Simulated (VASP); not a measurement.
# Rh (P6_3/mmc) in VASP: a series of runs

Runs on Rh. Level: PBE. Tasks: single point, relaxation of cell and atoms.

Everything below comes from runs of VASP 6.6.1. Logs are shortened: lines on timing, memory, paths and dates and some standing lists are left out, and cuts for length are marked.

**1. The cell of the first run**

The structure is hexagonal, space group P6_3/mmc (No. 194). The conventional cell has a = 2.730 Å, b = 2.730 Å, c = 4.369 Å, α = 90.00°, β = 90.00°, γ = 120.00°. Rh (site symmetry -6m2) has 12 Rh at 2.69 to 2.73 Å within 3.6 Å.

**2. Single point, PBE**

The input, INCAR:

```
SYSTEM = Rh
ALGO     = Normal         ! electronic algorithm
EDIFF    = 1E-6           ! SCF threshold, eV
ENCUT    = 520            ! plane-wave cutoff, eV
GGA      = PE             ! functional
ISIF     = 2              ! what is computed and relaxed
ISMEAR   = 0              ! smearing method
LASPH    = .True.         ! aspherical terms in the spheres
LCHARG   = .False.        ! write CHGCAR
LREAL    = .False.        ! projectors in reciprocal space
LWAVE    = .False.        ! write WAVECAR
NBANDS   = 22             ! bands
NELM     = 80             ! most SCF steps
PREC     = Accurate       ! precision mode
SIGMA    = 0.05           ! smearing width, eV
```

The input, KPOINTS:

```
k-points
0
Gamma
  8 8 4
  0 0 0
```

The input, POSCAR:

```
Rh
1.0
    2.7304455741      0.0000000000      0.0000000000
   -1.3652227870      2.3646352308      0.0000000000
    0.0000000000      0.0000000000      4.3685167388
Rh
2
Direct
    0.3333333333      0.6666666667      0.7500000000
    0.6666666667      0.3333333333      0.2500000000
```

Potentials or basis: VASP PAW PBE potentials, release 64 (Rh_pv).

On the command line:

```sh
$ cat potpaw_PBE.64/Rh_pv/POTCAR > POTCAR
$ mpirun -np 1 vasp_std > vasp.out
```

OUTCAR:

```text
SYSTEM = Rh
   EDIFF = 1E-6
   ENCUT = 520
   GGA = PE
   ISIF = 2
   ISMEAR = 0
   LASPH = .True.
   LREAL = .False.
   NELM = 80
   PREC = Accurate

 ion  position               nearest neighbor table
   1  0.333  0.667  0.750-   2 2.69   2 2.69   2 2.69   2 2.69   2 2.69   2 2.69
   2  0.667  0.333  0.250-   1 2.69   1 2.69   1 2.69   1 2.69   1 2.69   1 2.69

  LATTYP: Found a hexagonal cell.
 ALAT       =     2.7304455741
 C/A-ratio  =     1.5999281510

  Lattice vectors:

 A1 = (   2.7304455741,   0.0000000000,   0.0000000000)
 A2 = (  -1.3652227870,   2.3646352308,   0.0000000000)
 A3 = (   0.0000000000,   0.0000000000,   4.3685167388)

Analysis of symmetry for initial positions (statically):
=====================================================================
 Subroutine PRICEL returns:
 Original cell was already a primitive cell.

 Routine SETGRP: Setting up the symmetry group for a
 hexagonal supercell.

 Subroutine GETGRP returns: Found 24 space group operations
 (whereof 12 operations were pure point group operations)
 out of a pool of 24 trial point group operations.

The static configuration has the point symmetry D_3d.
 The point group associated with its full space group is D_6h.

Analysis of symmetry for dynamics (positions and initial velocities):
=====================================================================
 Subroutine PRICEL returns:
 Original cell was already a primitive cell.

 Routine SETGRP: Setting up the symmetry group for a
 hexagonal supercell.

 Subroutine GETGRP returns: Found 24 space group operations
 (whereof 12 operations were pure point group operations)
 out of a pool of 24 trial point group operations.

The dynamic configuration has the point symmetry D_3d.
 The point group associated with its full space group is D_6h.

 Subroutine INISYM returns: Found 24 space group operations
 (whereof 12 operations are pure point group operations),
 and found     1 'primitive' translations

----------------------------------------------------------------------------------------

                                     Primitive cell

  volume of cell :      28.2054

  direct lattice vectors                    reciprocal lattice vectors
     2.730445574  0.000000000  0.000000000     0.366240591  0.211449104  0.000000000
    -1.365222787  2.364635231  0.000000000     0.000000000  0.422898207  0.000000000
     0.000000000  0.000000000  4.368516739     0.000000000  0.000000000  0.228910649

  length of vectors
     2.730445574  2.730445574  4.368516739     0.422898207  0.422898207  0.228910649

[... 79 lines left out ...]
   NELM   =     80;   NELMIN=  2; NELMDL= -5     # of ELM steps
   EDIFF  = 0.1E-05   stopping-criterion for ELM
   LREAL  =      F    real-space projection
   EDIFFG = 0.1E-04   stopping-criterion for IOM
   NSW    =      0    number of steps for IOM
   IBRION =     -1    ionic relax: 0-MD 1-quasi-New 2-CG
   NFREE  =      0    steps in history (QN), initial steepest desc. (CG)
   ISIF   =      2    stress and relaxation
   ISYM   =      2    0-nonsym 1-usesym 2-fastsym
   POTIM  = 0.5000    time-step for ionic-motion
   TEBEG  =    0.0;   TEEND  =   0.0 temperature during run
   PSTRESS=    0.0 pullay stress
   NELECT =      30.0000    total number of electrons
   NUPDOWN=      -1.0000    fix difference up-down
   EMIN   =  10.00;   EMAX   =-10.00  energy-range for DOS
   EFERMI =   0.00;   METHOD = LEGACY
   ISMEAR =     0;   SIGMA  =   0.05  broadening in eV -4-tet -1-fermi 0-gaus
   EFERMI_NEDOS =   21; number of points for ismear=-14 and -15
   IALGO  =     38    algorithm
   IMIX   =      4    mixing-type and parameters
     AMIX     =   0.40;   BMIX     =  1.00
     AMIX_MAG =   1.60;   BMIX_MAG =  1.00
  volume/ion in A,a.u.               =      14.10        95.17
  Fermi-wavevector in a.u.,A,eV,Ry     =   1.671109  3.157937 37.995686  2.792604
  Thomas-Fermi vector in A             =   2.756489
   LORBIT       =      0    0 simple, 1 ext, 2 COOP (PROOUT), +10 PAW based schemes
   GGA     = PE    functional components
   LHFCALC =     F    Hartree Fock is set to
   AEXX    =    0.0000 exact exchange contribution
   IVDW    =     0    specifies the selected vdW correction
   LEPSILON=     F    determine dielectric tensor
   LRPA    =     F    only Hartree local field effects (RPA)
 non-spin polarized calculation
 Gauss-broadening in eV      SIGMA  =   0.05
  energy-cutoff  :      520.00
  volume of cell :       28.21
 maximum number of plane-waves:       774
   NGX = 11   NGY = 11   NGZ = 17

 number of electron      30.0000020 magnetization

 Free energy of the ion-electron system (eV)
  ---------------------------------------------------
  ext. energy  EPLUGINS =         0.00000000
  ---------------------------------------------------
  free energy    TOTEN  =       -14.42810664 eV

  energy without entropy =      -14.42172314  energy(sigma->0) =      -14.42491489

 E-fermi :  11.5294     XC(G=0): -13.8662

 val. band max:       11.5099938490   @ k =   0.3750   0.1250   0.0000
 cond. band min:      11.5358221963   @ k =   0.5000   0.0000   0.2500
 fundamental gap:      0.0258283473
 Fermi energy:        11.5294020018

 k-point     1 :       0.0000    0.0000    0.0000
  band No.  band energies     occupation
      1     -35.5903      2.00000
      2     -34.9692      2.00000
      3     -34.9692      2.00000
      4     -34.8858      2.00000
      5     -34.8645      2.00000
      6     -34.8645      2.00000
[... 589 lines left out ...]
     21      27.9332      0.00000
     22      27.9332      0.00000

 [... further k-points ...]

------------------------ aborting loop because EDIFF is reached ----------------------------------------

  FORCE on cell =-STRESS in cart. coord.  units (eV):
  Direction    XX          YY          ZZ          XY          YZ          ZX
  --------------------------------------------------------------------------------------
  -------------------------------------------------------------------------------------
  Total        0.0158036      0.0158036     -0.0123317      0.0000000     -0.0000000      0.0000000
  in kB        0.8977049      0.8977049     -0.7004914      0.0000000     -0.0000000      0.0000000
  external PRESSURE =       0.3649728 kB  Pullay stress =       0.0000000 kB

 VOLUME and BASIS-vectors are now :
 -----------------------------------------------------------------------------
  energy-cutoff  :      520.00
  volume of cell :       28.21
      direct lattice vectors                 reciprocal lattice vectors
     2.730445574  0.000000000  0.000000000     0.366240591  0.211449104  0.000000000
    -1.365222787  2.364635231  0.000000000     0.000000000  0.422898207  0.000000000
     0.000000000  0.000000000  4.368516739     0.000000000  0.000000000  0.228910649

 POSITION                                       TOTAL-FORCE (eV/Angst)
 -----------------------------------------------------------------------------------
     -0.00000      1.57642      3.27639         0.000000     -0.000000      0.000000
      1.36522      0.78821      1.09213        -0.000000      0.000000      0.000000
 -----------------------------------------------------------------------------------
    total drift:                               -0.000000      0.000000     -0.000000

  FREE ENERGIE OF THE ION-ELECTRON SYSTEM (eV)
  ---------------------------------------------------
  free  energy   TOTEN  =       -14.4281066436 eV

  energy  without entropy=      -14.4217231416  energy(sigma->0) =      -14.42491489
```

stdout:

```text
POSCAR found type information on POSCAR Rh
 POSCAR found :  1 types and       2 ions
 scaLAPACK will be used
 LDA part: xc-table for (Slater+PW92), standard interpolation
 POSCAR, INCAR and KPOINTS ok, starting setup
 FFT: planning ... GRIDC
 FFT: planning ... GRID_SOFT
 FFT: planning ... GRID
 WAVECAR not read
 entering main loop
```

It took 30 s on 1 thread of Intel Xeon 8259CL, shared host; peak memory 0.14 GiB.

Results:

* Free energy: -14.4281 eV
* Pressure: 0.0 GPa
* Band gap on the k mesh: zero (band 15 reaches 12.17 eV, above the bottom of band 16 at 10.12 eV)

Stress tensor (GPa, compression positive):
```
 0.09  0.00  0.00
 0.00  0.09  0.00
 0.00  0.00 -0.07
```

Levels at points of the mesh, in eV from the Fermi level:
| k point | band 13 | band 14 | band 15 | band 16 | band 17 | band 18 |
| --- | --- | --- | --- | --- | --- | --- |
| (0.00, 0.00, 0.00) | -2.39 | -1.90 | -1.90 | 0.13 | 0.13 | 0.87 |
| (0.50, 0.00, 0.00) | -2.11 | 0.36 | 0.64 | 0.68 | 2.93 | 4.99 |
| (0.00, 0.00, 0.50) | -3.04 | -3.04 | -0.42 | -0.42 | -0.42 | -0.42 |
| (0.50, 0.00, 0.50) | -0.29 | -0.29 | 0.55 | 0.55 | 2.64 | 2.64 |

(Part 1 of 2 ends here.)
